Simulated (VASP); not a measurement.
# Al3Au (I4/mmm) in VASP: further runs, part 2 of 2

VASP 6.6.1. The steps go on from the part before.

### Step 3. Single point, PBEsol (volume scaled by 0.98)

Input file INCAR:

```
  PREC = Accurate
  ENCUT = 520
  EDIFF = 1E-6
  ISMEAR = -1
  SIGMA = 0.05
  LREAL = F
  LASPH = T
  NELM = 60
  ALGO = Normal
  ISIF = 2
  LWAVE = F
  LCHARG = F
  GGA = PS
  NBANDS = 18
```

Input file KPOINTS:

```
regular mesh
0
Gamma
  9 9 9
```

Input file POSCAR:

```
Al3Au
1.0
   -2.0117397515      2.0117397515      4.0293736763
    2.0117397515     -2.0117397515      4.0293736763
    2.0117397515      2.0117397515     -4.0293736763
Au Al
1 3
Direct
    0.0000000000      0.0000000000      0.0000000000
    0.5000000000      0.5000000000      0.0000000000
    0.2500000000      0.7500000000      0.5000000000
    0.7500000000      0.2500000000      0.5000000000
```

Potentials or basis: VASP PAW PBE potentials, release 64 (Au, Al).

Launch:

```
$ cat potpaw_PBE.64/Au/POTCAR potpaw_PBE.64/Al/POTCAR > POTCAR
$ mpirun -np 1 vasp_std > vasp.out
```

OUTCAR:

```text
PREC = Accurate
   ENCUT = 520
   EDIFF = 1E-6
   ISMEAR = -1
   LREAL = F
   LASPH = T
   NELM = 60
   ISIF = 2
   GGA = PS

 ion  position               nearest neighbor table
   1  0.000  0.000  0.000-   2 2.85   2 2.85   2 2.85   2 2.85   4 2.85   4 2.85   3 2.85   3 2.85
                             4 2.85   3 2.85   4 2.85   3 2.85
   2  0.500  0.500  0.000-   1 2.85   1 2.85   1 2.85   1 2.85   3 2.85   3 2.85   4 2.85   4 2.85
                             4 2.85   3 2.85   4 2.85   3 2.85
   3  0.250  0.750  0.500-   4 2.85   4 2.85   4 2.85   4 2.85   1 2.85   1 2.85   2 2.85   2 2.85
[... 710 lines left out ...]
  -------------------------------------------------------------------------------------
  Total       -0.2405740     -0.2405740     -0.4320375      0.0000000     -0.0000000     -0.0000000
  in kB       -5.9090559     -5.9090559    -10.6118449      0.0000000     -0.0000000     -0.0000000
  external PRESSURE =      -7.4766522 kB  Pullay stress =       0.0000000 kB

 VOLUME and BASIS-vectors are now :
 -----------------------------------------------------------------------------
  energy-cutoff  :      520.00
  volume of cell :       65.23
      direct lattice vectors                 reciprocal lattice vectors
    -2.011739751  2.011739751  4.029373676     0.000000000  0.248541095  0.124088764
     2.011739751 -2.011739751  4.029373676     0.248541095  0.000000000  0.124088764
     2.011739751  2.011739751 -4.029373676     0.248541095  0.248541095  0.000000000

 POSITION                                       TOTAL-FORCE (eV/Angst)
 -----------------------------------------------------------------------------------
      0.00000      0.00000      0.00000        -0.000000     -0.000000     -0.000000
      0.00000      0.00000      4.02937        -0.000000     -0.000000     -0.000000
      2.01174      0.00000      2.01469        -0.000000      0.000000      0.000000
      0.00000      2.01174      2.01469         0.000000     -0.000000      0.000000
 -----------------------------------------------------------------------------------
    total drift:                               -0.000000     -0.000000      0.000000

  FREE ENERGIE OF THE ION-ELECTRON SYSTEM (eV)
  ---------------------------------------------------
  free  energy   TOTEN  =       -16.7536238523 eV

  energy  without entropy=      -16.7424798383  energy(sigma->0) =      -16.74805185
```

OSZICAR:

```text
N       E                     dE             d eps       ncg     rms          rms(c)
DAV:   1     0.564771747665E+02    0.56477E+02   -0.84188E+03  2748   0.953E+02
DAV:   2    -0.162482568514E+02   -0.72725E+02   -0.68383E+02  3176   0.166E+02
DAV:   3    -0.182745704710E+02   -0.20263E+01   -0.20061E+01  3422   0.252E+01
DAV:   4    -0.182883044066E+02   -0.13734E-01   -0.13725E-01  3166   0.237E+00
DAV:   5    -0.182884544460E+02   -0.15004E-03   -0.15004E-03  3194   0.268E-01    0.995E+00
DAV:   6    -0.169503920462E+02    0.13381E+01   -0.80109E+00  2840   0.262E+01    0.842E+00
DAV:   7    -0.167919345994E+02    0.15846E+00   -0.56652E-01  2814   0.794E+00    0.362E+00
DAV:   8    -0.167595349277E+02    0.32400E-01   -0.70099E-02  2992   0.186E+00    0.599E-01
DAV:   9    -0.167536375036E+02    0.58974E-02   -0.14607E-02  2940   0.125E+00    0.138E-01
DAV:  10    -0.167536279444E+02    0.95592E-05   -0.54439E-04  3096   0.187E-01    0.659E-02
DAV:  11    -0.167536254882E+02    0.24562E-05   -0.93366E-06  3082   0.235E-02    0.282E-02
DAV:  12    -0.167536242115E+02    0.12766E-05   -0.35081E-06  2936   0.154E-02    0.712E-03
DAV:  13    -0.167536238523E+02    0.35925E-06   -0.54928E-07  1538   0.779E-03
   1 F= -.16753624E+02 E0= -.16748052E+02  d E =-.111440E-01
```

stdout:

```text
POSCAR found type information on POSCAR AuAl
 POSCAR found :  2 types and       4 ions
 scaLAPACK will be used
 -----------------------------------------------------------------------------
|                                                                             |
|                                                                             |
|     You enforced a specific xc type in the INCAR file but a different       |
|     I HOPE YOU KNOW WHAT YOU ARE DOING!                                     |
|                                                                             |
 -----------------------------------------------------------------------------

 LDA part: xc-table for (Slater+PW92), standard interpolation
 POSCAR, INCAR and KPOINTS ok, starting setup
 FFT: planning ... GRIDC
 FFT: planning ... GRID_SOFT
 FFT: planning ... GRID
 WAVECAR not read
 entering main loop
```

Wall time 1.8 min (1 thread of AMD EPYC 7R43 (Zen 3), shared host); peak memory 0.24 GiB.

What came out:

```yaml
Free_energy: -16.7536 eV
Pressure: -0.7 GPa
Band_gap_on_the_k_mesh: zero (band 10 reaches 10.58 eV, above the bottom of band 11 at 7.45 eV)
```

Stress tensor (GPa, compression positive):
```
-0.59  0.00  0.00
 0.00 -0.59  0.00
 0.00  0.00 -1.06
```

Caveat: the cell differs from its parent crystal (volume scaled by 0.98); the PAW data sets were made with another functional, which shifts forces and pressure a little; spin-orbit coupling is left out, which moves the levels of the heavy elements.

### Step 4. Single point, PBEsol (volume scaled by 1.02)

Input file INCAR:

```
SYSTEM = Al3Au
ALGO     = Normal         ! electronic algorithm
EDIFF    = 1E-6           ! SCF threshold, eV
ENCUT    = 520            ! plane-wave cutoff, eV
GGA      = PS             ! functional
ISIF     = 2              ! what is computed and relaxed
ISMEAR   = -1             ! smearing method
LASPH    = .True.         ! aspherical terms in the spheres
LCHARG   = .True.         ! write CHGCAR
LELF     = .True.         ! ELF
LREAL    = .False.        ! projectors in reciprocal space
LVHAR    = .True.       
LWAVE    = .False.        ! write WAVECAR
NBANDS   = 18             ! bands
NELM     = 80             ! most SCF steps
PREC     = Accurate       ! precision mode
SIGMA    = 0.05           ! smearing width, eV
```

Input file KPOINTS:

```
k-points
0
Gamma
  9 9 9
  0 0 0
```

Input file POSCAR:

```
Al3Au
1.0
   -2.0387461922      2.0387461922      4.0834656836
    2.0387461922     -2.0387461922      4.0834656836
    2.0387461922      2.0387461922     -4.0834656836
Au Al
1 3
Direct
    0.0000000000      0.0000000000      0.0000000000
    0.5000000000      0.5000000000      0.0000000000
    0.2500000000      0.7500000000      0.5000000000
    0.7500000000      0.2500000000      0.5000000000
```

Launch:

```
$ cat potpaw_PBE.64/Au/POTCAR potpaw_PBE.64/Al/POTCAR > POTCAR
$ mpirun -np 1 vasp_std > vasp.out
```

Wall time 1.9 min (1 thread of AMD EPYC 7R43 (Zen 3), shared host); peak memory 0.25 GiB.

Results (log left out):

```
Free energy            : -16.7101 eV
Pressure               : -4.4 GPa
Band gap on the k mesh : zero (band 10 reaches 10.06 eV, above the bottom of band 11 at 6.89 eV)
```

Stress tensor (GPa, compression positive):
```
-4.23  0.00  0.00
 0.00 -4.23  0.00
 0.00  0.00 -4.61
```

Levels at points of the mesh, in eV from the Fermi level:
```tsv
k point	band 7	band 8	band 9	band 10	band 11	band 12	band 13	band 14
(0.00, 0.00, 0.00)	-2.55	0.06	0.06	0.31	0.65	0.81	0.81	0.90
```

Caveat: the cell differs from its parent crystal (volume scaled by 1.02); the PAW data sets were made with another functional, which shifts forces and pressure a little; spin-orbit coupling is left out, which moves the levels of the heavy elements.

### Step 5. Single point, PBEsol (volume scaled by 1.06)

Input file INCAR:

```
SYSTEM = Al3Au
PREC = Accurate ; ENCUT = 520
EDIFF = 1E-6 ; ISMEAR = -1
SIGMA = 0.05 ; LREAL = .False.
LASPH = .True. ; NELM = 80
ALGO = Normal ; ISIF = 2
LWAVE = .False. ; LCHARG = .False.
GGA = PS ; NBANDS = 18
```

Input file KPOINTS:

```
regular mesh
0
Gamma
  9 9 9
  0 0 0
```

Input file POSCAR:

```
Al3Au
1.0
   -2.0650554965      2.0650554965      4.1361613754
    2.0650554965     -2.0650554965      4.1361613754
    2.0650554965      2.0650554965     -4.1361613754
Au Al
1 3
Direct
    0.0000000000      0.0000000000      0.0000000000
    0.5000000000      0.5000000000      0.0000000000
    0.2500000000      0.7500000000      0.5000000000
    0.7500000000      0.2500000000      0.5000000000
```

Launch:

```
$ cat potpaw_PBE.64/Au/POTCAR potpaw_PBE.64/Al/POTCAR > POTCAR
$ mpirun -np 1 vasp_std > vasp.out
```

Wall time 1.7 min (1 thread of AMD EPYC 7R43 (Zen 3), shared host); peak memory 0.25 GiB.

It converged, with:

| Item | Value |
| --- | --- |
| Free energy | -16.6128 eV |
| Pressure | -7.2 GPa |
| Band gap on the k mesh | zero (band 10 reaches 9.59 eV, above the bottom of band 11 at 6.37 eV) |

Stress tensor (GPa, compression positive):
```
-7.11  0.00  0.00
 0.00 -7.11  0.00
 0.00  0.00 -7.44
```

Levels at points of the mesh, in eV from the Fermi level:
```csv
k point,band 7,band 8,band 9,band 10,band 11,band 12,band 13,band 14
"(0.00, 0.00, 0.00)",-2.44,0.13,0.13,0.24,0.49,0.79,0.79,0.98
```

Caveat: the cell differs from its parent crystal (volume scaled by 1.06); the PAW data sets were made with another functional, which shifts forces and pressure a little; spin-orbit coupling is left out, which moves the levels of the heavy elements.

### Step 6. Single point, PBEsol

This run uses another cell than the first one, of 16.64 Å³/atom, 1.042 times its volume.

Input file INCAR:

```
SYSTEM = Al3Au
ALGO = Normal
EDIFF = 1E-6
ENCUT = 520
GGA = PS
ISIF = 2
ISMEAR = -1
LASPH = .True.
LCHARG = .True.
LELF = .True.
LREAL = .False.
LVHAR = .True.
LWAVE = .False.
NBANDS = 18
NELM = 100
PREC = Accurate
SIGMA = 0.05
```

Input file KPOINTS:

```
k-points
0
Gamma
  9 9 9
  0 0 0
```

Input file POSCAR:

```
Al3Au
1.0
   -2.0253330000      2.0253330000      4.0566000000
    2.0253330000     -2.0253330000      4.0566000000
    2.0253330000      2.0253330000     -4.0566000000
Au Al
1 3
Direct
    0.0000000000      0.0000000000      0.0000000000
    0.5000000000      0.5000000000      0.0000000000
    0.2500000000      0.7500000000      0.5000000000
    0.7500000000      0.2500000000      0.5000000000
```

Potentials or basis: VASP PAW PBE potentials, release 64 (Au, Al).

Launch:

```
$ cat potpaw_PBE.64/Au/POTCAR potpaw_PBE.64/Al/POTCAR > POTCAR
$ mpirun -np 1 vasp_std > vasp.out
```

Run time: 54 s. Hardware: 1 thread of Intel Xeon 6975P-C (Granite Rapids), shared host; peak memory 0.28 GiB.

The run converged. Its results:

* Free energy: -16.7394 eV
* Pressure: -2.7 GPa
* Band gap on the k mesh: zero (band 10 reaches 10.32 eV, above the bottom of band 11 at 7.16 eV)

Stress tensor (GPa, compression positive):
```
-2.53  0.00  0.00
 0.00 -2.53  0.00
 0.00  0.00 -2.96
```

Levels at points of the mesh, in eV from the Fermi level:
```tsv
k point	band 8	band 9	band 10	band 11	band 12	band 13
(0.00, 0.00, 0.00)	0.03	0.03	0.35	0.73	0.83	0.83
```

Caveat: the PAW data sets were made with another functional, which shifts forces and pressure a little; spin-orbit coupling is left out, which moves the levels of the heavy elements.

### Step 7. Overview

```tsv
cell	gap on the mesh (eV)	pressure (GPa)
a = 4.899 Å, angles 131.9, 131.9, 70.4°, 4 atoms	none	1.4
a = 4.933 Å, angles 131.9, 131.9, 70.4°, 4 atoms	none	-0.7
a = 4.999 Å, angles 131.9, 131.9, 70.4°, 4 atoms	none	-4.4
a = 5.063 Å, angles 131.9, 131.9, 70.4°, 4 atoms	none	-7.2
a = 4.966 Å, angles 131.9, 131.9, 70.4°, 4 atoms	none	-2.7
```

Alike in all rows: task single point; level PBEsol; potentials or basis VASP PAW PBE potentials, release 64 (Au, Al); no spin polarisation; k mesh 9 × 9 × 9; cutoff (eV) 520; smearing fermi-dirac 0.05 eV.

Caveats: the PAW data sets were made with another functional, which shifts forces and pressure a little; spin-orbit coupling is left out, which moves the levels of the heavy elements.

Total energies depend on the potentials used, so only differences within one code and one set of settings carry meaning.
